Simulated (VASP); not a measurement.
# In3Sb2As (Amm2) in VASP: notebook

The runs below take In3Sb2As through single point, relaxation of cell and atoms, with PBE.

All numbers are computed with VASP 6.6.1; they aren't measurements. Logs are shortened: lines on timing, memory, paths and dates and some standing lists are left out, and cuts for length are marked.

**1. The cell of the first run**

It takes space group Amm2 (No. 38, orthorhombic). The conventional cell has a = 5.823 Å, b = 6.192 Å, c = 10.039 Å, α = 90.00°, β = 90.00°, γ = 90.00°. Within 3.9 Å of In (site symmetry m) lie 4 In at 2.94 to 3.21 Å and 2 As at 3.33 Å and 2 Sb at 3.39 Å. In (site symmetry mm2) has 4 In at 2.94 to 2.96 Å and 4 Sb at 3.39 Å within 3.9 Å. Within 3.7 Å of Sb (site symmetry m) lie 2 As at 2.82 to 3.08 Å and 2 Sb at 3.05 to 3.14 Å and 4 In at 3.39 Å. As (site symmetry mm2) has 4 Sb at 2.82 to 3.08 Å and 4 In at 3.33 Å within 3.7 Å.

The cell was generated, and may not be a known phase.

**2. Single point, PBE**

INCAR reads:

```
PREC     = Accurate       # precision mode
ENCUT    = 520            # plane-wave cutoff, eV
EDIFF    = 1E-6           # SCF threshold, eV
ISMEAR   = 0              # smearing method
SIGMA    = 0.2            # smearing width, eV
LREAL    = False          # projectors in reciprocal space
LASPH    = True           # aspherical terms in the spheres
NELM     = 80             # most SCF steps
ALGO     = Normal         # electronic algorithm
ISIF     = 2              # what is computed and relaxed
LWAVE    = False          # write WAVECAR
LCHARG   = False          # write CHGCAR
GGA      = PE             # functional
NBANDS   = 36             # bands
```

KPOINTS reads:

```
Automatic mesh
0
Gamma
  3 3 3
```

POSCAR reads:

```
In3Sb2As
1.0
    5.8232967232      0.0000000000      0.0000000000
    0.0000000000      3.0961724071      5.0196750447
    0.0000000000     -3.0961724071      5.0196750447
In Sb As
3 2 1
Direct
    0.0000000000      0.1355380723      0.6177087287
    0.0000000000      0.6177087287      0.1355380723
    0.0000000000      0.1225200118      0.1225200118
    0.5000000000      0.4497967623      0.9575719307
    0.5000000000      0.9575719307      0.4497967623
    0.5000000000      0.4402521041      0.4402521041
```

Potentials or basis: VASP PAW PBE potentials, release 64 (In_d, Sb, As).

Run with:

```
$ cat potpaw_PBE.64/In_d/POTCAR potpaw_PBE.64/Sb/POTCAR potpaw_PBE.64/As/POTCAR > POTCAR
$ mpirun -np 1 vasp_std > vasp.out
```

OUTCAR:

```text
PREC = Accurate
   ENCUT = 520
   EDIFF = 1E-6
   ISMEAR = 0
   LREAL = False
   LASPH = True
   NELM = 80
   ISIF = 2
   GGA = PE

 ion  position               nearest neighbor table
   1  0.000  0.136  0.618-   3 2.94   3 2.96   2 2.99   2 3.21   6 3.33   6 3.33   5 3.39   5 3.39

   2  0.000  0.618  0.136-   3 2.94   3 2.96   1 2.99   1 3.21   6 3.33   6 3.33   4 3.39   4 3.39

   3  0.000  0.123  0.123-   1 2.94   2 2.94   1 2.96   2 2.96   4 3.39   5 3.39   4 3.39   5 3.39

   4  0.500  0.450  0.958-   6 2.82   5 3.05   6 3.08   5 3.14   3 3.39   3 3.39   2 3.39   2 3.39

   5  0.500  0.958  0.450-   6 2.82   4 3.05   6 3.08   4 3.14   3 3.39   3 3.39   1 3.39   1 3.39

   6  0.500  0.440  0.440-   4 2.82   5 2.82   5 3.08   4 3.08   1 3.33   2 3.33   1 3.33   2 3.33

  LATTYP: Found a base centered orthorhombic cell.
 ALAT       =     6.1923448142
 B/A-ratio  =     1.6212517860
 C/A-ratio  =     0.9404025289

  Lattice vectors:

 A1 = (   0.0000000000,   3.0961724071,  -5.0196750447)
 A2 = (   0.0000000000,   3.0961724071,   5.0196750447)
 A3 = (   5.8232967232,   0.0000000000,   0.0000000000)

Analysis of symmetry for initial positions (statically):
=====================================================================
 Subroutine PRICEL returns:
 Original cell was already a primitive cell.

 Routine SETGRP: Setting up the symmetry group for a
 base centered orthorhombic supercell.

 Subroutine GETGRP returns: Found  4 space group operations
 (whereof  4 operations were pure point group operations)
 out of a pool of  8 trial point group operations.

The static configuration has the point symmetry C_2v.

Analysis of symmetry for dynamics (positions and initial velocities):
=====================================================================
 Subroutine PRICEL returns:
 Original cell was already a primitive cell.

 Routine SETGRP: Setting up the symmetry group for a
 base centered orthorhombic supercell.

 Subroutine GETGRP returns: Found  4 space group operations
 (whereof  4 operations were pure point group operations)
 out of a pool of  8 trial point group operations.

The dynamic configuration has the point symmetry C_2v.

 Subroutine INISYM returns: Found  4 space group operations
 (whereof  4 operations are pure point group operations),
 and found     1 'primitive' translations

----------------------------------------------------------------------------------------

                                     Primitive cell

  volume of cell :     181.0088

  direct lattice vectors                    reciprocal lattice vectors
     5.823296723  0.000000000  0.000000000     0.171724033  0.000000000  0.000000000
     0.000000000  3.096172407  5.019675045     0.000000000  0.161489715  0.099608041
     0.000000000 -3.096172407  5.019675045     0.000000000 -0.161489715  0.099608041

  length of vectors
     5.823296723  5.897747123  5.897747123     0.171724033  0.189738478  0.189738478

  position of ions in fractional coordinates (direct lattice)
     0.000000000  0.135538072  0.617708729
     0.000000000  0.617708729  0.135538072
     0.000000000  0.122520012  0.122520012
     0.500000000  0.449796762  0.957571931
     0.500000000  0.957571931  0.449796762
     0.500000000  0.440252104  0.440252104

  ion indices of the primitive-cell ions
   primitive index   ion index
                 1           1
                 2           2
                 3           3
                 4           4
                 5           5
                 6           6

----------------------------------------------------------------------------------------

 KPOINTS: Automatic mesh

Automatic generation of k-mesh.
 Grid dimensions read from file:
 generate k-points for:    3    3    3

 Generating k-lattice:

  Cartesian coordinates                     Fractional coordinates (reciprocal lattice)
     0.057241344  0.000000000  0.000000000     0.333333333  0.000000000  0.000000000
     0.000000000  0.053829905  0.033202680     0.000000000  0.333333333  0.000000000
     0.000000000 -0.053829905  0.033202680     0.000000000  0.000000000  0.333333333

  Length of vectors
     0.057241344  0.063246159  0.063246159

  Shift w.r.t. Gamma in fractional coordinates (k-lattice)
     0.000000000  0.000000000  0.000000000

 Subroutine IBZKPT returns following result:
 ===========================================

 Found      8 irreducible k-points:

 Following reciprocal coordinates:
            Coordinates               Weight
  0.000000  0.000000  0.000000      1.000000
  0.333333  0.000000  0.000000      2.000000
  0.000000  0.333333  0.000000      4.000000
  0.333333  0.333333  0.000000      8.000000
  0.000000  0.333333  0.333333      2.000000
  0.333333  0.333333  0.333333      4.000000
  0.000000 -0.333333  0.333333      2.000000
  0.333333 -0.333333  0.333333      4.000000
   k-points           NKPTS =      8   k-points in BZ     NKDIM =      8   number of bands    NBANDS=     36
   number of dos      NEDOS =    301   number of ions     NIONS =      6
   total plane-waves  NPLWV = 110592
   dimension x,y,z NGX =    48 NGY =   48 NGZ =   48
   dimension x,y,z NGXF=    96 NGYF=   96 NGZF=   96
   ions per type =               3   2   1
   NGX,Y,Z   is equivalent  to a cutoff of  13.70, 13.53, 13.53 a.u.
   NGXF,Y,Z  is equivalent  to a cutoff of  27.41, 27.06, 27.06 a.u.
 SYSTEM =  unknown system
   PREC   = accura    normal or accurate (medium, high low for compatibility)
   ISTART =      0    job   : 0-new  1-cont  2-samecut
   ICHARG =      2    charge: 1-file 2-atom 10-const
   ISPIN  =      1    spin polarized calculation?
   LNONCOLLINEAR =      F non collinear calculations
   LSORBIT =      F    spin-orbit coupling
   LASPH  =      T    aspherical Exc in radial PAW
   ENCUT  =  520.0 eV  38.22 Ry    6.18 a.u.  10.83 10.97 10.97*2*pi/ulx,y,z
   NELM   =     80;   NELMIN=  2; NELMDL= -5     # of ELM steps
   EDIFF  = 0.1E-05   stopping-criterion for ELM
   LREAL  =      F    real-space projection
   EDIFFG = 0.1E-04   stopping-criterion for IOM
   NSW    =      0    number of steps for IOM
   IBRION =     -1    ionic relax: 0-MD 1-quasi-New 2-CG
   NFREE  =      0    steps in history (QN), initial steepest desc. (CG)
   ISIF   =      2    stress and relaxation
   ISYM   =      2    0-nonsym 1-usesym 2-fastsym
   POTIM  = 0.5000    time-step for ionic-motion
   TEBEG  =    0.0;   TEEND  =   0.0 temperature during run
   PSTRESS=    0.0 pullay stress
   NELECT =      54.0000    total number of electrons
   NUPDOWN=      -1.0000    fix difference up-down
   EMIN   =  10.00;   EMAX   =-10.00  energy-range for DOS
   EFERMI =   0.00;   METHOD = LEGACY
   ISMEAR =     0;   SIGMA  =   0.20  broadening in eV -4-tet -1-fermi 0-gaus
   EFERMI_NEDOS =   21; number of points for ismear=-14 and -15
   IALGO  =     38    algorithm
   IMIX   =      4    mixing-type and parameters
     AMIX     =   0.40;   BMIX     =  1.00
     AMIX_MAG =   1.60;   BMIX_MAG =  1.00
  volume/ion in A,a.u.               =      30.17       203.58
  Fermi-wavevector in a.u.,A,eV,Ry     =   1.093888  2.067149 16.280609  1.196591
  Thomas-Fermi vector in A             =   2.230182
   LORBIT       =      0    0 simple, 1 ext, 2 COOP (PROOUT), +10 PAW based schemes
   GGA     = PE    functional components
   LHFCALC =     F    Hartree Fock is set to
   AEXX    =    0.0000 exact exchange contribution
   IVDW    =     0    specifies the selected vdW correction
   LEPSILON=     F    determine dielectric tensor
   LRPA    =     F    only Hartree local field effects (RPA)
 non-spin polarized calculation
 Gauss-broadening in eV      SIGMA  =   0.20
  energy-cutoff  :      520.00
  volume of cell :      181.01
 maximum number of plane-waves:      4901
 NGX is ok and might be reduce to    48
   NGX = 21   NGY = 21   NGZ = 21

 number of electron      53.9999988 magnetization

 Free energy of the ion-electron system (eV)
  ---------------------------------------------------
  ext. energy  EPLUGINS =         0.00000000
  ---------------------------------------------------
  free energy    TOTEN  =       -20.20809758 eV

  energy without entropy =      -20.17159504  energy(sigma->0) =      -20.18984631

 E-fermi :   5.9341     XC(G=0):  -9.2715

 val. band max:        5.7564300735   @ k =   0.0000   0.0000   0.0000
 cond. band min:       6.0202058512   @ k =   0.3333   0.3333   0.0000
 fundamental gap:      0.2637757777
 Fermi energy:         5.9340734102

 k-point     1 :       0.0000    0.0000    0.0000
  band No.  band energies     occupation
      1      -9.3555      2.00000
      2      -9.2695      2.00000
      3      -9.1597      2.00000
      4      -9.0627      2.00000
      5      -8.9443      2.00000
      6      -8.9321      2.00000
[... 28 lines left out ...]
     35       9.4727      0.00000
     36       9.8932      0.00000

 k-point     2 :       0.3333    0.0000    0.0000
  band No.  band energies     occupation
      1      -9.3534      2.00000
      2      -9.2695      2.00000
      3      -9.1596      2.00000
      4      -9.0697      2.00000
      5      -8.9360      2.00000
      6      -8.9345      2.00000
[... 28 lines left out ...]
     35      10.3674      0.00000
     36      10.4426      0.00000

 k-point     3 :       0.0000    0.3333    0.0000
  band No.  band energies     occupation
      1      -9.2856      2.00000
      2      -9.1413      2.00000
      3      -9.0251      2.00000
      4      -9.0106      2.00000
      5      -8.9049      2.00000
      6      -8.9005      2.00000
[... 28 lines left out ...]
     35      10.5082      0.00000
     36      11.0041      0.00000

 k-point     4 :       0.3333    0.3333    0.0000
  band No.  band energies     occupation
      1      -9.2844      2.00000
      2      -9.1403      2.00000
      3      -9.0248      2.00000
      4      -9.0167      2.00000
      5      -8.9062      2.00000
      6      -8.8959      2.00000
[... 28 lines left out ...]
     35      10.2360      0.00000
     36      10.4939      0.00000

 k-point     5 :       0.0000    0.3333    0.3333
  band No.  band energies     occupation
      1      -9.1974      2.00000
      2      -9.1074      2.00000
      3      -9.0679      2.00000
      4      -8.9818      2.00000
      5      -8.8985      2.00000
      6      -8.8869      2.00000
[... 28 lines left out ...]
     35      10.5490      0.00000
     36      10.6440      0.00000

 k-point     6 :       0.3333    0.3333    0.3333
  band No.  band energies     occupation
      1      -9.1956      2.00000
      2      -9.1065      2.00000
      3      -9.0676      2.00000
      4      -8.9886      2.00000
      5      -8.8922      2.00000
      6      -8.8903      2.00000
[... 28 lines left out ...]
     35      10.3840      0.00000
     36      10.6641      0.00000

 k-point     7 :       0.0000   -0.3333    0.3333
  band No.  band energies     occupation
      1      -9.1302      2.00000
      2      -9.0525      2.00000
      3      -9.0235      2.00000
      4      -8.9282      2.00000
      5      -8.9000      2.00000
      6      -8.8797      2.00000
[... 28 lines left out ...]
     35       9.8113      0.00000
     36      11.3735      0.00000

 k-point     8 :       0.3333   -0.3333    0.3333
  band No.  band energies     occupation
      1      -9.1296      2.00000
      2      -9.0501      2.00000
      3      -9.0219      2.00000
      4      -8.9353      2.00000
      5      -8.9022      2.00000
      6      -8.8785      2.00000
[... 28 lines left out ...]
     35       9.5516      0.00000
     36      10.8410      0.00000

------------------------ aborting loop because EDIFF is reached ----------------------------------------

  FORCE on cell =-STRESS in cart. coord.  units (eV):
  Direction    XX          YY          ZZ          XY          YZ          ZX
  --------------------------------------------------------------------------------------
  -------------------------------------------------------------------------------------
  Total       -0.0184290     -0.0068479      0.2435086      0.0000000      0.0000000      0.0000000
  in kB       -0.1631220     -0.0606138      2.1553866      0.0000000      0.0000000      0.0000000
  external PRESSURE =       0.6438836 kB  Pullay stress =       0.0000000 kB

 VOLUME and BASIS-vectors are now :
 -----------------------------------------------------------------------------
  energy-cutoff  :      520.00
  volume of cell :      181.01
      direct lattice vectors                 reciprocal lattice vectors
     5.823296723  0.000000000  0.000000000     0.171724033  0.000000000  0.000000000
     0.000000000  3.096172407  5.019675045     0.000000000  0.161489715  0.099608041
     0.000000000 -3.096172407  5.019675045     0.000000000 -0.161489715  0.099608041

 POSITION                                       TOTAL-FORCE (eV/Angst)
 -----------------------------------------------------------------------------------
      0.00000     -1.49288      3.78105         0.000000     -0.006451      0.003044
      0.00000      1.49288      3.78105         0.000000      0.006451      0.003044
      0.00000      0.00000      1.23002         0.000000      0.000000      0.018833
      2.91165     -1.57216      7.06453         0.000000      0.009520     -0.013791
      2.91165      1.57216      7.06453         0.000000     -0.009520     -0.013791
      2.91165      0.00000      4.41985         0.000000      0.000000      0.002661
 -----------------------------------------------------------------------------------
    total drift:                                0.000000      0.000000     -0.000226

  FREE ENERGIE OF THE ION-ELECTRON SYSTEM (eV)
  ---------------------------------------------------
  free  energy   TOTEN  =       -20.2080975806 eV

  energy  without entropy=      -20.1715950422  energy(sigma->0) =      -20.18984631
```

Wall time 43 s (1 thread of Intel Xeon Platinum 8488C (Sapphire Rapids), shared host); peak memory 0.33 GiB.

Results:

```
Free energy            : -20.2081 eV
Pressure               : 0.1 GPa
Largest force          : 0.019 eV/Å
Band gap on the k mesh : zero (bands 27 and 28 overlap by 1.17 eV)
```

Forces in eV/Å, atoms in the order of the input:
```
In   0.000 -0.006  0.003
In   0.000  0.006  0.003
In   0.000  0.000  0.019
Sb   0.000  0.010 -0.014
Sb   0.000 -0.010 -0.014
As   0.000  0.000  0.003
```

Levels at points of the mesh, in eV from the Fermi level:
```
           k point  band 25  band 26  band 27  band 28  band 29  band 30
(0.00, 0.00, 0.00)    -1.31    -0.88    -0.64    -0.61    -0.18     0.38
```

Caveat: the k points lie up to 0.40 Å⁻¹ apart, too coarse for converged energies and pressures of a metal; spin-orbit coupling is left out, which moves the levels of the heavy elements.

**3. Relaxation of cell and atoms, PBE**

This run uses another cell than the first one, of 28.14 Å³/atom.

INCAR reads:

```
ALGO = Normal
EDIFF = 1E-7
EDIFFG = -0.08
ENCUT = 600
GGA = PE
IBRION = 2
ISIF = 3
ISMEAR = 0
LASPH = True
LCHARG = False
LREAL = False
LWAVE = False
NELM = 60
NSW = 36
PREC = Accurate
SIGMA = 0.2
```

KPOINTS reads:

```
k-points
0
Gamma
  3 3 3
```

POSCAR reads:

```
In3Sb2As
1.0
    5.5809322300      0.0000000000      0.0000000000
    0.0000000000      3.4165417900      4.4271019100
    0.0000000000     -3.4165417900      4.4271019100
In Sb As
3 2 1
Direct
    0.0000000000      0.1124966600      0.5960918400
    0.0000000000      0.5960918400      0.1124966600
    0.0000000000      0.1931571100      0.1931571100
    0.5000000000      0.4419809500      0.9888946900
    0.5000000000      0.9888946900      0.4419809500
    0.5000000000      0.3907663600      0.3907663600
```

Potentials or basis: VASP PAW PBE potentials, release 64 (In_d, Sb, As).

Run with:

```
$ cat potpaw_PBE.64/In_d/POTCAR potpaw_PBE.64/Sb/POTCAR potpaw_PBE.64/As/POTCAR > POTCAR
$ mpirun -np 1 vasp_std > vasp.out
```

Wall time 18 min (1 thread of Intel Xeon Platinum 8488C (Sapphire Rapids), shared host); peak memory 0.38 GiB.

Results (log left out):

```yaml
Free_energy: -20.2003 eV
Relaxed_volume: 30.25 Å³/atom
Relaxed_cell: a = 5.823 Å, b = 5.908 Å, c = 5.908 Å, α = 63.28°, β = 90.00°, γ = 90.00°
Space_group_after_relaxing_to_0.1_Å: Amm2 (No. 38)
Energy_gained_by_relaxing: 1568.6 meV/atom
Ionic_steps: 26
Pressure_after_relaxing: -0.2 GPa
Largest_force_after_relaxing: 0.070 eV/Å
Band_gap_on_the_k_mesh: zero (bands 27 and 28 overlap by 1.11 eV)
```

Forces in eV/Å, atoms in the order of the input:
```
In   0.000  0.006 -0.032
In   0.000 -0.006 -0.032
In   0.000  0.000 -0.033
Sb   0.000  0.002  0.070
Sb   0.000 -0.002  0.070
As   0.000  0.000 -0.044
```

Stress tensor (GPa, compression positive):
```
-0.05  0.00  0.00
 0.00 -0.30  0.00
 0.00  0.00 -0.11
```

Step by step:
| step | energy change (eV) | largest force (eV/Å) | pressure (GPa) | volume (Å³) |
| --- | --- | --- | --- | --- |
| 1 | 0.0000 | 14.2633 | 28.81 | 168.83 |
| 2 | -4.4961 | 1.6296 | -5.29 | 318.99 |
| 3 | -5.0193 | 1.3376 | -5.57 | 302.12 |
| 4 | -5.5357 | 1.0169 | -5.79 | 286.94 |
| 5 | -7.9369 | 0.4116 | -4.67 | 223.45 |
| 6 | -8.2797 | 2.0256 | 0.32 | 195.06 |
| 7 | -8.3550 | 0.9261 | -2.60 | 206.85 |
| 8 | -8.3834 | 1.2127 | -1.82 | 202.96 |
| 9 | -8.3837 | 1.2875 | -1.62 | 202.07 |
| 10 | -8.5566 | 1.0028 | -0.80 | 194.14 |
| 11 | -8.6519 | 0.8434 | 1.00 | 182.83 |
| 12 | -8.7328 | 0.5839 | 0.29 | 182.69 |
| 13 | -8.7421 | 0.8052 | 0.06 | 182.61 |
| 14 | -8.8852 | 0.7152 | -0.57 | 182.83 |
| 15 | -9.1946 | 0.4815 | -0.39 | 182.65 |
| 16 | -9.1728 | 0.9739 | 0.59 | 182.18 |
| 17 | -9.2052 | 0.6134 | -0.16 | 182.53 |
| 18 | -9.2497 | 0.6672 | 0.43 | 180.85 |
| 19 | -9.2687 | 0.5767 | 0.16 | 181.45 |
| 20 | -9.3365 | 0.3437 | -0.53 | 182.61 |
| 21 | -9.3658 | 0.2636 | -0.80 | 183.72 |
| 22 | -9.3909 | 0.1426 | 1.06 | 176.87 |
| 23 | -9.3983 | 0.1311 | 0.41 | 178.94 |
| 24 | -9.4083 | 0.0635 | 0.13 | 180.23 |
| 25 | -9.4085 | 0.0719 | 0.16 | 180.08 |
| 26 | -9.4115 | 0.0703 | -0.15 | 181.53 |

Final structure:
```
In Sb As
1.0
     5.82268    0.00000    0.00000
     0.00000    3.09903    5.02990
     0.00000   -3.09903    5.02990
In Sb As
3 2 1
Direct
  0.00000 0.13935 0.62415
  0.00000 0.62415 0.13935
  0.00000 0.12884 0.12884
  0.50000 0.44437 0.95062
  0.50000 0.95062 0.44437
  0.50000 0.43606 0.43606
```

Levels at points of the mesh, in eV from the Fermi level:
| k point | band 23 | band 24 | band 25 | band 26 | band 27 | band 28 | band 29 | band 30 | band 31 | band 32 |
| --- | --- | --- | --- | --- | --- | --- | --- | --- | --- | --- |
| (0.00, 0.00, 0.00) | -3.76 | -2.49 | -1.27 | -0.93 | -0.71 | -0.49 | -0.18 | 0.40 | 2.53 | 2.91 |

Caveat: the k points lie up to 0.40 Å⁻¹ apart in the final cell, too coarse for converged energies and pressures of a metal; spin-orbit coupling is left out, which moves the levels of the heavy elements; the relaxation stopped at a loose force limit of 0.08 eV/Å, so its end isn't a converged minimum.

The gap in the log of VASP goes by the Fermi energy; the results here count the filled bands.